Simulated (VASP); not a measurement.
A run of VASP 6.6.1 is set up as follows.

INCAR

```
SYSTEM = MnHg
  PREC = Accurate
  ENCUT = 520
  EDIFF = 1E-6
  ISMEAR = -1
  SIGMA = 0.1
  LREAL = .FALSE.
  LASPH = .TRUE.
  NELM = 150
  ALGO = Normal
  ISIF = 2
  LWAVE = .FALSE.
  LCHARG = .FALSE.
  ISPIN = 2
  MAGMOM = 3.11 0
  LORBIT = 11
  NUPDOWN = 3.11
  LMAXMIX = 4
  GGA = PE
  NBANDS = 24
```

Contents of KPOINTS:

```
Automatic mesh
0
G
  10 10 10
  0 0 0
```

Contents of POSCAR:

```
MnHg
1.0
    3.3150000000      0.0000000000      0.0000000000
    0.0000000000      3.3150000000      0.0000000000
    0.0000000000      0.0000000000      3.3150000000
Mn Hg
1 1
Direct
    0.5000000000      0.5000000000      0.5000000000
    0.0000000000      0.0000000000      0.0000000000
```

Potentials or basis: VASP PAW PBE potentials, release 64 (Mn_pv, Hg).

Launch:

```sh
$ cat potpaw_PBE.64/Mn_pv/POTCAR potpaw_PBE.64/Hg/POTCAR > POTCAR
$ mpirun -np 1 vasp_std > vasp.out
```

**Question.** What does it give for the pressure?

**Answer.** -4.4 GPa.

Caveat: the cell stands under tension; the total moment is fixed, so each spin has its own Fermi level.
